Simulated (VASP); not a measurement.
# AsIr (P4_2/mmc) in VASP: notebook

The runs below take AsIr through single point, with PBEsol.

Program: VASP 6.6.1. These are calculated values, not measurements. Logs are shortened: lines on timing, memory, paths and dates and some standing lists are left out, and cuts for length are marked.

### Step 1. The cell of the first run

Symmetry: P4_2/mmc, No. 131, tetragonal system. The conventional cell has a = 2.862 Å, b = 2.862 Å, c = 7.728 Å, α = 90.00°, β = 90.00°, γ = 90.00°. Ir (site symmetry mmm) has 4 As at 2.40 Å and 4 Ir at 2.86 Å within 3.2 Å. Within 3.2 Å of As (site symmetry -4m2) lie 4 Ir at 2.40 Å and 4 As at 2.86 Å.

### Step 2. Single point, PBEsol (volume scaled by 0.960)

The input, INCAR:

```
SYSTEM = AsIr
PREC = Accurate ; ENCUT = 520
EDIFF = 1E-6 ; ISMEAR = 0
SIGMA = 0.05 ; LREAL = .False.
LASPH = .True. ; NELM = 100
ALGO = Normal ; ISIF = 2
LWAVE = .False. ; LCHARG = .False.
GGA = PS ; NBANDS = 22
```

The input, KPOINTS:

```
Automatic mesh
0
Gamma
  8 8 8
  0 0 0
```

The input, POSCAR:

```
AsIr
1.0
    2.8621923730      0.0000000000      0.0000000000
    0.0000000000      2.8621923730      0.0000000000
    0.0000000000      0.0000000000      7.7277329447
Ir As
2 2
Direct
    0.0000000000      0.5000000000      0.0000000000
    0.5000000000      0.0000000000      0.5000000000
    0.0000000000      0.0000000000      0.2500000000
    0.0000000000      0.0000000000      0.7500000000
```

Potentials or basis: VASP PAW PBE potentials, release 64 (Ir, As).

Run with:

```sh
$ cat potpaw_PBE.64/Ir/POTCAR potpaw_PBE.64/As/POTCAR > POTCAR
$ mpirun -np 1 vasp_std > vasp.out
```

OUTCAR:

```text
SYSTEM = AsIr
   PREC = Accurate
   ENCUT = 520
   EDIFF = 1E-6
   ISMEAR = 0
   LREAL = .False.
   LASPH = .True.
   NELM = 100
   ISIF = 2
   GGA = PS

 ion  position               nearest neighbor table
   1  0.000  0.500  0.000-   3 2.40   4 2.40   3 2.40   4 2.40
   2  0.500  0.000  0.500-   3 2.40   4 2.40   3 2.40   4 2.40
   3  0.000  0.000  0.250-   1 2.40   2 2.40   1 2.40   2 2.40
   4  0.000  0.000  0.750-   1 2.40   2 2.40   1 2.40   2 2.40

  LATTYP: Found a simple tetragonal cell.
 ALAT       =     2.8621923730
 C/A-ratio  =     2.6999348533

  Lattice vectors:

 A1 = (   2.8621923730,   0.0000000000,   0.0000000000)
 A2 = (   0.0000000000,   2.8621923730,   0.0000000000)
 A3 = (   0.0000000000,   0.0000000000,   7.7277329447)

Analysis of symmetry for initial positions (statically):
=====================================================================
 Subroutine PRICEL returns:
 Original cell was already a primitive cell.

 Routine SETGRP: Setting up the symmetry group for a
 simple tetragonal supercell.

 Subroutine GETGRP returns: Found 16 space group operations
 (whereof  8 operations were pure point group operations)
 out of a pool of 16 trial point group operations.

The static configuration has the point symmetry D_2h.
 The point group associated with its full space group is D_4h.

Analysis of symmetry for dynamics (positions and initial velocities):
=====================================================================
 Subroutine PRICEL returns:
 Original cell was already a primitive cell.

 Routine SETGRP: Setting up the symmetry group for a
 simple tetragonal supercell.

 Subroutine GETGRP returns: Found 16 space group operations
 (whereof  8 operations were pure point group operations)
 out of a pool of 16 trial point group operations.

The dynamic configuration has the point symmetry D_2h.
 The point group associated with its full space group is D_4h.

 Subroutine INISYM returns: Found 16 space group operations
 (whereof  8 operations are pure point group operations),
 and found     1 'primitive' translations

----------------------------------------------------------------------------------------

                                     Primitive cell

  volume of cell :      63.3067

  direct lattice vectors                    reciprocal lattice vectors
     2.862192373  0.000000000  0.000000000     0.349382526  0.000000000  0.000000000
     0.000000000  2.862192373  0.000000000     0.000000000  0.349382526  0.000000000
     0.000000000  0.000000000  7.727732945     0.000000000  0.000000000  0.129404058

  length of vectors
     2.862192373  2.862192373  7.727732945     0.349382526  0.349382526  0.129404058

  position of ions in fractional coordinates (direct lattice)
     0.000000000  0.500000000  0.000000000
     0.500000000  0.000000000  0.500000000
     0.000000000  0.000000000  0.250000000
     0.000000000  0.000000000  0.750000000

  ion indices of the primitive-cell ions
   primitive index   ion index
                 1           1
                 2           2
                 3           3
                 4           4

----------------------------------------------------------------------------------------

 KPOINTS: Automatic mesh

Automatic generation of k-mesh.
 Grid dimensions read from file:
 generate k-points for:    8    8    8

 Generating k-lattice:

  Cartesian coordinates                     Fractional coordinates (reciprocal lattice)
     0.043672816  0.000000000  0.000000000     0.125000000  0.000000000  0.000000000
     0.000000000  0.043672816  0.000000000     0.000000000  0.125000000  0.000000000
     0.000000000  0.000000000  0.016175507     0.000000000  0.000000000  0.125000000

  Length of vectors
     0.043672816  0.043672816  0.016175507

  Shift w.r.t. Gamma in fractional coordinates (k-lattice)
     0.000000000  0.000000000  0.000000000

 Subroutine IBZKPT returns following result:
 ===========================================

 Found     75 irreducible k-points:

 Following reciprocal coordinates:
            Coordinates               Weight
  0.000000  0.000000  0.000000      1.000000
  0.125000  0.000000  0.000000      4.000000
  0.250000  0.000000  0.000000      4.000000
  0.375000  0.000000  0.000000      4.000000
  0.500000  0.000000  0.000000      2.000000
  0.125000  0.125000  0.000000      4.000000
[... 16 lines left out ...]
  0.375000  0.125000  0.125000     16.000000
  0.500000  0.125000  0.125000      8.000000
 [... further k-points ...]
   k-points           NKPTS =     75   k-points in BZ     NKDIM =     75   number of bands    NBANDS=     22
   number of dos      NEDOS =    301   number of ions     NIONS =      4
   total plane-waves  NPLWV =  34560
   dimension x,y,z NGX =    24 NGY =   24 NGZ =   60
   dimension x,y,z NGXF=    48 NGYF=   48 NGZF=  120
   ions per type =               2   2
   NGX,Y,Z   is equivalent  to a cutoff of  13.94, 13.94, 12.91 a.u.
   NGXF,Y,Z  is equivalent  to a cutoff of  27.88, 27.88, 25.82 a.u.
 SYSTEM =  AsIr
   PREC   = accura    normal or accurate (medium, high low for compatibility)
   ISTART =      0    job   : 0-new  1-cont  2-samecut
   ICHARG =      2    charge: 1-file 2-atom 10-const
   ISPIN  =      1    spin polarized calculation?
   LNONCOLLINEAR =      F non collinear calculations
   LSORBIT =      F    spin-orbit coupling
   LASPH  =      T    aspherical Exc in radial PAW
   ENCUT  =  520.0 eV  38.22 Ry    6.18 a.u.   5.32  5.32 14.37*2*pi/ulx,y,z
   NELM   =    100;   NELMIN=  2; NELMDL= -5     # of ELM steps
   EDIFF  = 0.1E-05   stopping-criterion for ELM
   LREAL  =      F    real-space projection
   EDIFFG = 0.1E-04   stopping-criterion for IOM
   NSW    =      0    number of steps for IOM
   IBRION =     -1    ionic relax: 0-MD 1-quasi-New 2-CG
   NFREE  =      0    steps in history (QN), initial steepest desc. (CG)
   ISIF   =      2    stress and relaxation
   ISYM   =      2    0-nonsym 1-usesym 2-fastsym
   POTIM  = 0.5000    time-step for ionic-motion
   TEBEG  =    0.0;   TEEND  =   0.0 temperature during run
   PSTRESS=    0.0 pullay stress
   NELECT =      28.0000    total number of electrons
   NUPDOWN=      -1.0000    fix difference up-down
   EMIN   =  10.00;   EMAX   =-10.00  energy-range for DOS
   EFERMI =   0.00;   METHOD = LEGACY
   ISMEAR =     0;   SIGMA  =   0.05  broadening in eV -4-tet -1-fermi 0-gaus
   EFERMI_NEDOS =   21; number of points for ismear=-14 and -15
   IALGO  =     38    algorithm
   IMIX   =      4    mixing-type and parameters
     AMIX     =   0.40;   BMIX     =  1.00
     AMIX_MAG =   1.60;   BMIX_MAG =  1.00
  volume/ion in A,a.u.               =      15.83       106.80
  Fermi-wavevector in a.u.,A,eV,Ry     =   1.247319  2.357091 21.168013  1.555805
  Thomas-Fermi vector in A             =   2.381457
   LORBIT       =      0    0 simple, 1 ext, 2 COOP (PROOUT), +10 PAW based schemes
   GGA     = PS    functional components
   LHFCALC =     F    Hartree Fock is set to
   AEXX    =    0.0000 exact exchange contribution
   IVDW    =     0    specifies the selected vdW correction
   LEPSILON=     F    determine dielectric tensor
   LRPA    =     F    only Hartree local field effects (RPA)
 non-spin polarized calculation
 Gauss-broadening in eV      SIGMA  =   0.05
  energy-cutoff  :      520.00
  volume of cell :       63.31
 maximum number of plane-waves:      1736
 NGX is ok and might be reduce to    24
   NGX = 11   NGY = 11   NGZ = 29

 number of electron      28.0000002 magnetization

 Free energy of the ion-electron system (eV)
  ---------------------------------------------------
  ext. energy  EPLUGINS =         0.00000000
  ---------------------------------------------------
  free energy    TOTEN  =       -29.72443958 eV

  energy without entropy =      -29.72011537  energy(sigma->0) =      -29.72227747

 E-fermi :   8.4753     XC(G=0): -12.3986

 val. band max:        8.4744986146   @ k =   0.5000   0.3750   0.5000
 cond. band min:       8.4924925469   @ k =   0.3750   0.1250   0.0000
 fundamental gap:      0.0179939323
 Fermi energy:         8.4753491144

 k-point     1 :       0.0000    0.0000    0.0000
  band No.  band energies     occupation
      1      -6.9610      2.00000
      2      -5.4400      2.00000
      3      -1.0119      2.00000
      4       2.5922      2.00000
      5       3.7285      2.00000
      6       3.7774      2.00000
[... 14 lines left out ...]
     21      16.2861      0.00000
     22      16.7394      0.00000

 k-point     2 :       0.1250    0.0000    0.0000
  band No.  band energies     occupation
      1      -6.6959      2.00000
      2      -5.2652      2.00000
      3      -0.6843      2.00000
      4       2.8501      2.00000
      5       3.4659      2.00000
      6       3.8520      2.00000
[... 14 lines left out ...]
     21      17.1542      0.00000
     22      18.2501      0.00000

 k-point     3 :       0.2500    0.0000    0.0000
  band No.  band energies     occupation
      1      -5.9456      2.00000
      2      -4.7854      2.00000
      3       0.1389      2.00000
      4       2.2928      2.00000
      5       3.0937      2.00000
      6       3.4997      2.00000
[... 14 lines left out ...]
     21      17.5358      0.00000
     22      18.5792      0.00000

 k-point     4 :       0.3750    0.0000    0.0000
  band No.  band energies     occupation
      1      -4.9030      2.00000
      2      -4.1815      2.00000
      3       0.7298      2.00000
      4       1.4676      2.00000
      5       1.8067      2.00000
      6       3.5252      2.00000
[... 14 lines left out ...]
     21      16.9311      0.00000
     22      17.3844      0.00000

 k-point     5 :       0.5000    0.0000    0.0000
  band No.  band energies     occupation
      1      -4.2641      2.00000
      2      -3.8705      2.00000
      3       0.1688      2.00000
      4       1.1506      2.00000
      5       1.8248      2.00000
      6       2.9477      2.00000
[... 417 lines left out ...]
 k-point    22 :       0.2500    0.1250    0.1250
  band No.  band energies     occupation
      1      -5.6484      2.00000
      2      -4.6643      2.00000
      3       0.5693      2.00000
      4       2.3080      2.00000
      5       3.1843      2.00000
      6       3.6827      2.00000
[... 14 lines left out ...]
     21      18.8365      0.00000
     22      19.2382      0.00000

 k-point    23 :       0.3750    0.1250    0.1250
  band No.  band energies     occupation
      1      -4.6394      2.00000
      2      -4.0007      2.00000
      3       0.9711      2.00000
      4       1.6678      2.00000
      5       2.0124      2.00000
      6       3.2160      2.00000
[... 14 lines left out ...]
     21      16.6192      0.00000
     22      17.9374      0.00000

 k-point    24 :       0.5000    0.1250    0.1250
  band No.  band energies     occupation
      1      -4.0934      2.00000
      2      -3.5673      2.00000
      3       0.3005      2.00000
      4       1.4510      2.00000
      5       1.8623      2.00000
      6       2.9575      2.00000
[... 14 lines left out ...]
     21      14.3927      0.00000
     22      16.8750      0.00000

 [... further k-points ...]
[... 5 lines left out ...]
  --------------------------------------------------------------------------------------
  -------------------------------------------------------------------------------------
  Total        3.3914771      3.3914771      3.6496617     -0.0000000      0.0000000      0.0000000
  in kB       85.8320970     85.8320970     92.3662780     -0.0000000      0.0000000      0.0000000
  external PRESSURE =      88.0101573 kB  Pullay stress =       0.0000000 kB

 VOLUME and BASIS-vectors are now :
 -----------------------------------------------------------------------------
  energy-cutoff  :      520.00
  volume of cell :       63.31
      direct lattice vectors                 reciprocal lattice vectors
     2.862192373  0.000000000  0.000000000     0.349382526  0.000000000  0.000000000
     0.000000000  2.862192373  0.000000000     0.000000000  0.349382526  0.000000000
     0.000000000  0.000000000  7.727732945     0.000000000  0.000000000  0.129404058

 POSITION                                       TOTAL-FORCE (eV/Angst)
 -----------------------------------------------------------------------------------
      0.00000      1.43110      0.00000         0.000000     -0.000000      0.000000
      1.43110      0.00000      3.86387         0.000000     -0.000000      0.000000
      0.00000      0.00000      1.93193        -0.000000     -0.000000     -0.000000
      0.00000      0.00000      5.79580         0.000000      0.000000      0.000000
 -----------------------------------------------------------------------------------
    total drift:                                0.000000      0.000000     -0.000000

  FREE ENERGIE OF THE ION-ELECTRON SYSTEM (eV)
  ---------------------------------------------------
  free  energy   TOTEN  =       -29.7244395771 eV

  energy  without entropy=      -29.7201153714  energy(sigma->0) =      -29.72227747
```

It took 86 s on 1 thread of Intel Xeon Platinum 8259CL at 2.50GHz (Skylake/Cascade Lake), shared host; peak memory 0.24 GiB.

Results:

* Free energy: -29.7244 eV
* Pressure: 8.8 GPa
* Band gap on the k mesh: zero (band 14 reaches 9.32 eV, above the bottom of band 15 at 7.84 eV)

Caveat: the cell differs from its parent crystal (volume scaled by 0.960); the PAW data sets were made with another functional, which shifts forces and pressure a little; spin-orbit coupling is left out, which moves the levels of the heavy elements.

### Step 3. Single point, PBEsol (volume scaled by 0.980)

The input, INCAR:

```
PREC     = Accurate       # precision mode
ENCUT    = 520            # plane-wave cutoff, eV
EDIFF    = 1E-7           # SCF threshold, eV
ISMEAR   = 0              # smearing method
SIGMA    = 0.05           # smearing width, eV
LREAL    = False          # projectors in reciprocal space
LASPH    = True           # aspherical terms in the spheres
NELM     = 80             # most SCF steps
ALGO     = Normal         # electronic algorithm
ISIF     = 2              # what is computed and relaxed
LWAVE    = False          # write WAVECAR
LCHARG   = True           # write CHGCAR
GGA      = PS             # functional
LELF     = True           # ELF
LVHAR    = True         
NBANDS   = 22             # bands
```

The input, KPOINTS:

```
Automatic mesh
0
Gamma
  8 8 8
```

The input, POSCAR:

```
AsIr
1.0
    2.8892382852      0.0000000000      0.0000000000
    0.0000000000      2.8892382852      0.0000000000
    0.0000000000      0.0000000000      7.7417272410
Ir As
2 2
Direct
    0.0000000000      0.5000000000      0.0000000000
    0.5000000000      0.0000000000      0.5000000000
    0.0000000000      0.0000000000      0.2500000000
    0.0000000000      0.0000000000      0.7500000000
```

Potentials or basis: VASP PAW PBE potentials, release 64 (Ir, As).

Run with:

```sh
$ cat potpaw_PBE.64/Ir/POTCAR potpaw_PBE.64/As/POTCAR > POTCAR
$ mpirun -np 1 vasp_std > vasp.out
```

Wall time 92 s (1 thread of Intel Xeon Platinum 8259CL at 2.50GHz (Skylake/Cascade Lake), shared host); peak memory 0.25 GiB.

The run converged. Its results:

* Free energy: -29.7783 eV
* Pressure: 4.6 GPa
* Band gap on the k mesh: zero (band 14 reaches 8.96 eV, above the bottom of band 15 at 7.54 eV)

Stress tensor (GPa, compression positive):
```
4.42 0.00 0.00
0.00 4.42 0.00
0.00 0.00 4.99
```

Levels at points of the mesh, in eV from the Fermi level:
| k point | band 11 | band 12 | band 13 | band 14 | band 15 | band 16 | band 17 | band 18 |
| --- | --- | --- | --- | --- | --- | --- | --- | --- |
| (0.00, 0.00, 0.00) | -1.65 | -1.65 | -0.16 | -0.15 | 2.10 | 2.10 | 3.17 | 5.75 |
| (0.50, 0.00, 0.00) | -1.98 | -1.68 | -1.54 | -1.17 | 1.56 | 1.67 | 3.77 | 4.48 |
| (0.50, 0.50, 0.00) | -3.01 | -2.37 | 0.78 | 0.78 | 0.79 | 1.02 | 1.84 | 1.84 |
| (0.00, 0.00, 0.50) | -1.98 | -1.98 | -0.15 | -0.15 | 3.45 | 3.45 | 4.09 | 4.09 |
| (0.50, 0.00, 0.50) | -1.95 | -1.69 | -1.16 | 0.81 | 0.95 | 1.13 | 3.38 | 3.93 |
| (0.50, 0.50, 0.50) | -2.29 | -2.29 | 0.61 | 0.61 | 1.13 | 1.13 | 2.52 | 2.52 |

Caveat: the cell differs from its parent crystal (volume scaled by 0.980); the PAW data sets were made with another functional, which shifts forces and pressure a little; spin-orbit coupling is left out, which moves the levels of the heavy elements.

### Step 4. Single point, PBEsol

This run uses another cell than the first one, of 16.49 Å³/atom, 1.042 times its volume.

The input, INCAR:

```
SYSTEM = AsIr
ALGO = Normal
EDIFF = 1E-6
ENCUT = 520
GGA = PS
ISIF = 2
ISMEAR = 0
LASPH = .TRUE.
LCHARG = .FALSE.
LREAL = .FALSE.
LWAVE = .FALSE.
NBANDS = 22
NELM = 100
PREC = Accurate
SIGMA = 0.05
```

The input, KPOINTS:

```
k-points
0
G
  8 8 8
  0 0 0
```

The input, POSCAR:

```
AsIr
1.0
    2.9162033005      0.0000000000      0.0000000000
    0.0000000000      2.9162033005      0.0000000000
    0.0000000000      0.0000000000      7.7543056971
Ir As
2 2
Direct
    0.0000000000      0.5000000000      0.0000000000
    0.5000000000      0.0000000000      0.5000000000
    0.0000000000      0.0000000000      0.2500000000
    0.0000000000      0.0000000000      0.7500000000
```

Run with:

```sh
$ cat potpaw_PBE.64/Ir/POTCAR potpaw_PBE.64/As/POTCAR > POTCAR
$ mpirun -np 1 vasp_std > vasp.out
```

Wall time 93 s (1 thread of Intel Xeon Platinum 8259CL at 2.50GHz (Skylake/Cascade Lake), shared host); peak memory 0.25 GiB.

It converged, with:

```
Free energy            : -29.7998 eV
Pressure               : 0.9 GPa
Band gap on the k mesh : zero (band 14 reaches 8.64 eV, above the bottom of band 15 at 7.23 eV)
```

Stress tensor (GPa, compression positive):
```
0.73 0.00 0.00
0.00 0.73 0.00
0.00 0.00 1.25
```

Levels at points of the mesh, in eV from the Fermi level:
```csv
k point,band 11,band 12,band 13,band 14,band 15,band 16,band 17,band 18
"(0.00, 0.00, 0.00)",-1.60,-1.60,-0.17,-0.16,2.04,2.04,3.17,5.66
"(0.50, 0.00, 0.00)",-1.85,-1.62,-1.42,-1.14,1.48,1.62,3.78,4.34
"(0.50, 0.50, 0.00)",-2.88,-2.35,0.72,0.72,0.77,1.11,1.85,1.85
"(0.00, 0.00, 0.50)",-1.93,-1.93,-0.16,-0.16,3.37,3.37,4.03,4.03
"(0.50, 0.00, 0.50)",-1.89,-1.63,-1.13,0.81,0.91,1.24,3.31,3.80
"(0.50, 0.50, 0.50)",-2.16,-2.16,0.59,0.59,1.14,1.14,2.58,2.58
```

Caveat: the PAW data sets were made with another functional, which shifts forces and pressure a little; spin-orbit coupling is left out, which moves the levels of the heavy elements.

### Step 5. Summary

| cell | gap on the mesh (eV) | pressure (GPa) |
| --- | --- | --- |
| a = 2.862, b = 2.862, c = 7.728 Å, 4 atoms | none | 8.8 |
| a = 2.889, b = 2.889, c = 7.742 Å, 4 atoms | none | 4.6 |
| a = 2.916, b = 2.916, c = 7.754 Å, 4 atoms | none | 0.9 |

Alike in all rows: task single point; level PBEsol; potentials or basis VASP PAW PBE potentials, release 64 (Ir, As); no spin polarisation; k mesh 8 × 8 × 8; cutoff (eV) 520; smearing gaussian 0.05 eV.

Caveats: the PAW data sets were made with another functional, which shifts forces and pressure a little; spin-orbit coupling is left out, which moves the levels of the heavy elements.

Absolute energies hang on the potentials; compare differences alone.
